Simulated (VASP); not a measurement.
# TiB2 (TiB2 (P6/mmm)) (P6/mmm) in VASP: single point with PBE

Aim: the single point of TiB2 (TiB2 (P6/mmm)) with PBE.

Everything below comes from runs of VASP 6.6.1. Logs are shortened: lines on timing, memory, paths and dates and some standing lists are left out, and cuts for length are marked.

## (1) The cell of the first run

Symmetry: P6/mmm, No. 191, hexagonal system. The conventional cell has a = 3.032 Å, b = 3.032 Å, c = 3.224 Å, α = 90.00°, β = 90.00°, γ = 120.00°. Within 3.1 Å of Ti (site symmetry 6/mmm) lie 12 B at 2.38 Å and 6 Ti at 3.03 Å. B (site symmetry -6m2) has 3 B at 1.75 Å within 2.3 Å.

## (2) Single point, PBE

The input, INCAR:

```
SYSTEM = TiB2
PREC = Accurate ; ENCUT = 520
EDIFF = 1E-7 ; ISMEAR = 1
SIGMA = 0.1 ; LREAL = Auto
LASPH = .True. ; NELM = 60
ALGO = Normal ; ISIF = 2
LWAVE = .False. ; LCHARG = .False.
GGA = PE ; NBANDS = 132
```

The input, KPOINTS:

```
Automatic mesh
0
Gamma
  1 1 1
  0 0 0
```

The input, POSCAR:

```
TiB2
1.0
    6.0635047162      0.0000000578      0.0000000000
   -4.5476286123      7.8767236369      0.0000000000
    0.0000000000      0.0000000000      6.4483601606
Ti B
12 24
Direct
    0.0000000000      0.0000000000      0.0000000000
    0.0000000000      0.0000000000      0.5000000000
    0.0000000000      0.3333333333      0.0000000000
    0.0000000000      0.3333333333      0.5000000000
    0.0000000000      0.6666666667      0.0000000000
    0.0000000000      0.6666666667      0.5000000000
    0.5000000000      0.0000000000      0.0000000000
    0.5000000000      0.0000000000      0.5000000000
    0.5000000000      0.3333333333      0.0000000000
    0.5000000000      0.3333333333      0.5000000000
    0.5000000000      0.6666666667      0.0000000000
    0.5000000000      0.6666666667      0.5000000000
    0.1666666666      0.2222222222      0.2500000000
    0.3333333334      0.1111111111      0.2500000000
    0.1666666666      0.2222222222      0.7500000000
    0.3333333334      0.1111111111      0.7500000000
    0.1666666666      0.5555555556      0.2500000000
    0.3333333334      0.4444444444      0.2500000000
    0.1666666666      0.5555555556      0.7500000000
    0.3333333334      0.4444444444      0.7500000000
    0.1666666666      0.8888888889      0.2500000000
    0.3333333334      0.7777777778      0.2500000000
    0.1666666666      0.8888888889      0.7500000000
    0.3333333334      0.7777777778      0.7500000000
    0.6666666666      0.2222222222      0.2500000000
    0.8333333333      0.1111111111      0.2500000000
    0.6666666666      0.2222222222      0.7500000000
    0.8333333333      0.1111111111      0.7500000000
    0.6666666666      0.5555555556      0.2500000000
    0.8333333333      0.4444444444      0.2500000000
    0.6666666666      0.5555555556      0.7500000000
    0.8333333333      0.4444444444      0.7500000000
    0.6666666666      0.8888888889      0.2500000000
    0.8333333333      0.7777777778      0.2500000000
    0.6666666666      0.8888888889      0.7500000000
    0.8333333333      0.7777777778      0.7500000000
```

Potentials or basis: VASP PAW PBE potentials, release 64 (Ti_sv, B).

On the command line:

```
cat potpaw_PBE.64/Ti_sv/POTCAR potpaw_PBE.64/B/POTCAR > POTCAR
mpirun -np 1 vasp_gam > vasp.out
```

OUTCAR:

```text
SYSTEM = TiB2
   PREC = Accurate
   ENCUT = 520
   EDIFF = 1E-7
   ISMEAR = 1
   LREAL = Auto
   LASPH = .True.
   NELM = 60
   ISIF = 2
   GGA = PE

 ion  position               nearest neighbor table
   1  0.000  0.000  0.000-  21 2.38  23 2.38  13 2.38  15 2.38  34 2.38  36 2.38  26 2.38  28 2.38
                            33 2.38  14 2.38  35 2.38  16 2.38
   2  0.000  0.000  0.500-  21 2.38  23 2.38  13 2.38  15 2.38  34 2.38  36 2.38  26 2.38  28 2.38
                            33 2.38  14 2.38  35 2.38  16 2.38
   3  0.000  0.333  0.000-  13 2.38  15 2.38  26 2.38  28 2.38  30 2.38  32 2.38  27 2.38  20 2.38
                            25 2.38  18 2.38  19 2.38  17 2.38
   4  0.000  0.333  0.500-  13 2.38  15 2.38  26 2.38  28 2.38  30 2.38  32 2.38  27 2.38  20 2.38
                            25 2.38  18 2.38  19 2.38  17 2.38
   5  0.000  0.667  0.000-  17 2.38  19 2.38  21 2.38  23 2.38  34 2.38  36 2.38  29 2.38  31 2.38
                            22 2.38  24 2.38  30 2.38  32 2.38
   6  0.000  0.667  0.500-  17 2.38  19 2.38  21 2.38  23 2.38  34 2.38  36 2.38  29 2.38  31 2.38
                            22 2.38  24 2.38  30 2.38  32 2.38
   7  0.500  0.000  0.000-  14 2.38  16 2.38  33 2.38  35 2.38  25 2.38  27 2.38  22 2.38  24 2.38
                            26 2.38  28 2.38  23 2.38  21 2.38
   8  0.500  0.000  0.500-  14 2.38  16 2.38  33 2.38  35 2.38  25 2.38  27 2.38  22 2.38  24 2.38
                            26 2.38  28 2.38  23 2.38  21 2.38
   9  0.500  0.333  0.000-  25 2.38  27 2.38  18 2.38  20 2.38  14 2.38  16 2.38  30 2.38  32 2.38
[... 41 lines left out ...]
  30  0.833  0.444  0.250-  25 1.75  17 1.75  29 1.75  10 2.38   9 2.38   4 2.38   3 2.38   6 2.38
                             5 2.38
  31  0.667  0.556  0.750-  20 1.75  36 1.75  32 1.75  12 2.38  11 2.38   6 2.38   5 2.38  10 2.38
                             9 2.38
  32  0.833  0.444  0.750-  27 1.75  19 1.75  31 1.75  10 2.38   9 2.38   4 2.38   3 2.38   6 2.38
                             5 2.38
  33  0.667  0.889  0.250-  22 1.75  26 1.75  34 1.75   8 2.38   7 2.38  12 2.38  11 2.38   2 2.38
                             1 2.38
  34  0.833  0.778  0.250-  29 1.75  21 1.75  33 1.75   2 2.38   1 2.38  12 2.38  11 2.38   6 2.38
                             5 2.38
  35  0.667  0.889  0.750-  24 1.75  28 1.75  36 1.75   8 2.38   7 2.38  12 2.38  11 2.38   2 2.38
                             1 2.38
  36  0.833  0.778  0.750-  31 1.75  23 1.75  35 1.75   2 2.38   1 2.38  12 2.38  11 2.38   6 2.38
                             5 2.38

  LATTYP: Found a simple monoclinic cell.
 ALAT       =     6.0635047162
 B/A-ratio  =     1.0634707916
 C/A-ratio  =     1.3228756555
 COS(beta)  =    -0.1889822365

  Lattice vectors:

 A1 = (   6.0635047162,   0.0000000578,   0.0000000000)
 A2 = (   0.0000000000,   0.0000000000,   6.4483601606)
 A3 = (  -1.5158761039,  -7.8767236947,   0.0000000000)

Analysis of symmetry for initial positions (statically):
=====================================================================
 Subroutine PRICEL returns following result:

  LATTYP: Found a hexagonal cell.
 ALAT       =     3.0317523581
 C/A-ratio  =     1.0634707916

  Lattice vectors:

 A1 = (   3.0317523581,   0.0000000289,   0.0000000000)
 A2 = (  -1.5158762039,   2.6255745454,   0.0000000000)
 A3 = (   0.0000000000,   0.0000000000,   3.2241800803)

  12 primitive cells build up your supercell.

 Routine SETGRP: Setting up the symmetry group for a
 simple monoclinic supercell.

 Subroutine GETGRP returns: Found  4 space group operations
 (whereof  4 operations were pure point group operations)
 out of a pool of  4 trial point group operations.

The static configuration has the point symmetry C_2h.

Analysis of symmetry for dynamics (positions and initial velocities):
=====================================================================
 Subroutine PRICEL returns following result:

  LATTYP: Found a hexagonal cell.
 ALAT       =     3.0317523581
 C/A-ratio  =     1.0634707916

  Lattice vectors:

 A1 = (   3.0317523581,   0.0000000289,   0.0000000000)
 A2 = (  -1.5158762039,   2.6255745454,   0.0000000000)
 A3 = (   0.0000000000,   0.0000000000,   3.2241800803)

  12 primitive cells build up your supercell.

 Routine SETGRP: Setting up the symmetry group for a
 simple monoclinic supercell.

 Subroutine GETGRP returns: Found  4 space group operations
 (whereof  4 operations were pure point group operations)
 out of a pool of  4 trial point group operations.

The dynamic configuration has the point symmetry C_2h.

 Subroutine INISYM returns: Found  4 space group operations
 (whereof  4 operations are pure point group operations),
 and found    12 'primitive' translations

----------------------------------------------------------------------------------------

                                     Primitive cell

  volume of cell :      25.6648

  direct lattice vectors                    reciprocal lattice vectors
     3.031752358  0.000000029  0.000000000     0.329842242  0.190434511  0.000000000
    -1.515876204  2.625574545  0.000000000    -0.000000004  0.380869016  0.000000000
     0.000000000  0.000000000  3.224180080     0.000000000  0.000000000  0.310156373

  length of vectors
     3.031752358  3.031752358  3.224180080     0.380869016  0.380869016  0.310156373

  position of ions in fractional coordinates (direct lattice)
     0.000000000  0.000000000  0.000000000
     0.333333333  0.666666667  0.500000000
     0.666666667  0.333333333  0.500000000

  ion indices of the primitive-cell ions
   primitive index   ion index
                 1           1
                 2          21
                 3          26

----------------------------------------------------------------------------------------

 KPOINTS: Automatic mesh

Automatic generation of k-mesh.
 Grid dimensions read from file:
 generate k-points for:    1    1    1

 Generating k-lattice:

  Cartesian coordinates                     Fractional coordinates (reciprocal lattice)
     0.164921121  0.095217256  0.000000000     1.000000000  0.000000000  0.000000000
    -0.000000001  0.126956339  0.000000000    -0.000000000  1.000000000  0.000000000
     0.000000000  0.000000000  0.155078187     0.000000000  0.000000000  1.000000000

  Length of vectors
     0.190434508  0.126956339  0.155078187

  Shift w.r.t. Gamma in fractional coordinates (k-lattice)
     0.000000000  0.000000000  0.000000000

 Subroutine IBZKPT returns following result:
 ===========================================

 Found      1 irreducible k-points:

 Following reciprocal coordinates:
            Coordinates               Weight
  0.000000  0.000000  0.000000      1.000000
   k-points           NKPTS =      1   k-points in BZ     NKDIM =      1   number of bands    NBANDS=    132
   number of dos      NEDOS =    301   number of ions     NIONS =     36
   total plane-waves  NPLWV = 161280
   dimension x,y,z NGX =    48 NGY =   70 NGZ =   48
   dimension x,y,z NGXF=    96 NGYF=  140 NGZF=   96
   ions per type =              12  24
   NGX,Y,Z   is equivalent  to a cutoff of  13.16, 12.79, 12.37 a.u.
   NGXF,Y,Z  is equivalent  to a cutoff of  26.32, 25.59, 24.75 a.u.
 SYSTEM =  TiB2
   PREC   = accura    normal or accurate (medium, high low for compatibility)
   ISTART =      0    job   : 0-new  1-cont  2-samecut
   ICHARG =      2    charge: 1-file 2-atom 10-const
   ISPIN  =      1    spin polarized calculation?
   LNONCOLLINEAR =      F non collinear calculations
   LSORBIT =      F    spin-orbit coupling
   LASPH  =      T    aspherical Exc in radial PAW
   ENCUT  =  520.0 eV  38.22 Ry    6.18 a.u.  11.27 16.91 11.99*2*pi/ulx,y,z
   NELM   =     60;   NELMIN=  2; NELMDL= -5     # of ELM steps
   EDIFF  = 0.1E-06   stopping-criterion for ELM
   LREAL  =      T    real-space projection
   EDIFFG = 0.1E-05   stopping-criterion for IOM
   NSW    =      0    number of steps for IOM
   IBRION =     -1    ionic relax: 0-MD 1-quasi-New 2-CG
   NFREE  =      0    steps in history (QN), initial steepest desc. (CG)
   ISIF   =      2    stress and relaxation
   ISYM   =      2    0-nonsym 1-usesym 2-fastsym
   POTIM  = 0.5000    time-step for ionic-motion
   TEBEG  =    0.0;   TEEND  =   0.0 temperature during run
   PSTRESS=    0.0 pullay stress
   NELECT =     216.0000    total number of electrons
   NUPDOWN=      -1.0000    fix difference up-down
   EMIN   =  10.00;   EMAX   =-10.00  energy-range for DOS
   EFERMI =   0.00;   METHOD = LEGACY
   ISMEAR =     1;   SIGMA  =   0.10  broadening in eV -4-tet -1-fermi 0-gaus
   EFERMI_NEDOS =   21; number of points for ismear=-14 and -15
   IALGO  =     38    algorithm
   IMIX   =      4    mixing-type and parameters
     AMIX     =   0.40;   BMIX     =  1.00
     AMIX_MAG =   1.60;   BMIX_MAG =  1.00
  volume/ion in A,a.u.               =       8.55        57.73
  Fermi-wavevector in a.u.,A,eV,Ry     =   1.454521  2.748645 28.784896  2.115630
  Thomas-Fermi vector in A             =   2.571662
   LORBIT       =      0    0 simple, 1 ext, 2 COOP (PROOUT), +10 PAW based schemes
   GGA     = PE    functional components
   LHFCALC =     F    Hartree Fock is set to
   AEXX    =    0.0000 exact exchange contribution
   IVDW    =     0    specifies the selected vdW correction
   LEPSILON=     F    determine dielectric tensor
   LRPA    =     F    only Hartree local field effects (RPA)
 non-spin polarized calculation
 Methfessel and Paxton  Order N= 1 SIGMA  =   0.10
  energy-cutoff  :      520.00
  volume of cell :      307.98
 maximum number of plane-waves:      4150
 NGX is ok and might be reduce to    48
   NGX = 23   NGY = 33   NGZ = 23

 number of electron     216.0000008 magnetization

 Free energy of the ion-electron system (eV)
  ---------------------------------------------------
  ext. energy  EPLUGINS =         0.00000000
  ---------------------------------------------------
  free energy    TOTEN  =      -286.84995229 eV

  energy without entropy =     -286.83947913  energy(sigma->0) =     -286.84646124

 E-fermi :   9.7496     XC(G=0): -12.7613

 val. band max:        9.7343011088   @ k =   0.0000   0.0000   0.0000
 cond. band min:       9.7617794008   @ k =   0.0000   0.0000   0.0000
 fundamental gap:      0.0274782920
 Fermi energy:         9.7495578778

 k-point     1 :       0.0000    0.0000    0.0000
  band No.  band energies     occupation
      1     -47.1916      2.00000
      2     -47.1772      2.00000
      3     -47.1514      2.00000
      4     -47.1514      2.00000
      5     -47.1380      2.00000
      6     -47.1380      2.00000
[... 112 lines left out ...]
    119      11.5891     -0.00000
    120      11.7107     -0.00000
 [bands above 120 left out]

------------------------ aborting loop because EDIFF is reached ----------------------------------------

  FORCE on cell =-STRESS in cart. coord.  units (eV):
  Direction    XX          YY          ZZ          XY          YZ          ZX
  --------------------------------------------------------------------------------------
  -------------------------------------------------------------------------------------
  Total        7.8815377     16.3072003     -8.1770677      1.8365403      0.0000000      0.0000000
  in kB       41.0018000     84.8342785    -42.5392239      9.5541581      0.0000000      0.0000000
  external PRESSURE =      27.7656182 kB  Pullay stress =       0.0000000 kB

 VOLUME and BASIS-vectors are now :
 -----------------------------------------------------------------------------
  energy-cutoff  :      520.00
  volume of cell :      307.98
      direct lattice vectors                 reciprocal lattice vectors
     6.063504716  0.000000058  0.000000000     0.164921121  0.095217256  0.000000000
    -4.547628612  7.876723637  0.000000000    -0.000000001  0.126956339  0.000000000
     0.000000000  0.000000000  6.448360161     0.000000000  0.000000000  0.155078187

 POSITION                                       TOTAL-FORCE (eV/Angst)
 -----------------------------------------------------------------------------------
      0.00000      0.00000      0.00000         0.000000     -0.000000     -0.000000
      0.00000      0.00000      3.22418         0.000000     -0.000000     -0.000000
     -1.51588      2.62557      0.00000         0.000000     -0.000000      0.000000
     -1.51588      2.62557      3.22418         0.000000     -0.000000     -0.000000
     -3.03175      5.25115      0.00000         0.000000     -0.000000     -0.000000
     -3.03175      5.25115      3.22418         0.000000     -0.000000     -0.000000
[... 28 lines left out ...]
     -0.00000      7.00153      4.83627        -0.242280     -0.013680      0.000000
      1.51588      6.12634      4.83627         0.242280      0.013680     -0.000000
 -----------------------------------------------------------------------------------
    total drift:                                0.000000      0.000000      0.000000

  FREE ENERGIE OF THE ION-ELECTRON SYSTEM (eV)
  ---------------------------------------------------
  free  energy   TOTEN  =      -286.8499522891 eV

  energy  without entropy=     -286.8394791271  energy(sigma->0) =     -286.84646124
```

Run time: 67 s. Hardware: 1 thread of Intel Xeon 6975P-C (Granite Rapids), shared host; peak memory 0.35 GiB.

Results:

| Quantity | Value |
| --- | --- |
| Free energy | -286.8500 eV |
| Pressure | 2.8 GPa |
| Largest force | 0.243 eV/Å |
| Band gap on the k mesh | 0.03 eV |

Forces on the atoms (eV/Å):
```
Ti   0.000  0.000  0.000
Ti   0.000  0.000  0.000
Ti   0.000  0.000  0.000
Ti   0.000  0.000  0.000
Ti   0.000  0.000  0.000
Ti   0.000  0.000  0.000
Ti   0.000  0.000  0.000
Ti   0.000  0.000  0.000
Ti   0.000  0.000  0.000
Ti   0.000  0.000  0.000
Ti   0.000  0.000  0.000
Ti   0.000  0.000  0.000
B   -0.242 -0.014  0.000
B    0.242  0.014  0.000
B   -0.242 -0.014  0.000
B    0.242  0.014  0.000
B   -0.242 -0.014  0.000
B    0.242  0.014  0.000
B   -0.242 -0.014  0.000
B    0.242  0.014  0.000
B   -0.242 -0.014  0.000
B    0.242  0.014  0.000
B   -0.242 -0.014  0.000
B    0.242  0.014  0.000
B   -0.242 -0.014  0.000
B    0.242  0.014  0.000
B   -0.242 -0.014  0.000
B    0.242  0.014  0.000
B   -0.242 -0.014  0.000
B    0.242  0.014  0.000
B   -0.242 -0.014  0.000
B    0.242  0.014  0.000
B   -0.242 -0.014  0.000
B    0.242  0.014  0.000
B   -0.242 -0.014  0.000
B    0.242  0.014  0.000
```

Stress tensor (GPa, compression positive):
```
 4.10  0.96  0.00
 0.96  8.48  0.00
 0.00  0.00 -4.25
```

Caveat: the k points lie up to 1.20 Å⁻¹ apart.
